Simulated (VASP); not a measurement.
Here is a VASP 6.6.1 calculation.

File INCAR:

```
SYSTEM = CaS
  AGGAC = 1.0
  AGGAX = 1.0
  ALDAC = 0.0
  ALDAX = 1.0
  ALGO = Normal
  EDIFF = 1E-6
  ENCUT = 500
  GGA = B5
  GGA_COMPAT = .FALSE.
  ISIF = 2
  ISMEAR = 0
  IVDW = 12
  LASPH = .TRUE.
  LCHARG = .FALSE.
  LREAL = .FALSE.
  LWAVE = .FALSE.
  NBANDS = 15
  NELM = 120
  PREC = Accurate
  SIGMA = 0.05
  VDW_A1 = 0.4298
  VDW_A2 = 4.2359
  VDW_S6 = 1.0
  VDW_S8 = 2.6996
```

KPOINTS

```
k-points
0
G
  8 8 8
  0 0 0
```

File POSCAR:

```
CaS
1.0
    0.0000000000      2.8276415659      2.8276415659
    2.8276415659      0.0000000000      2.8276415659
    2.8276415659      2.8276415659      0.0000000000
Ca S
1 1
Direct
    0.5000000000      0.5000000000      0.5000000000
    0.0000000000      0.0000000000      0.0000000000
```

Potentials or basis: VASP PAW PBE potentials, release 64 (Ca_sv, S).

Launch:

```bash
$ cat potpaw_PBE.64/Ca_sv/POTCAR potpaw_PBE.64/S/POTCAR > POTCAR
$ mpirun -np 1 vasp_std > vasp.out
```

**Question.** Estimate the pressure.

**Answer.** -1.3 GPa.

**Question.** Predict the band gap on the k mesh.

**Answer.** 2.40 eV, indirect (least direct gap 3.20 eV).

**Question.** Predict the dispersion energy per atom.

**Answer.** -0.783 eV.

Caveat: the PAW data sets were made with another functional, which shifts forces and pressure a little. A k mesh can miss the band edges.
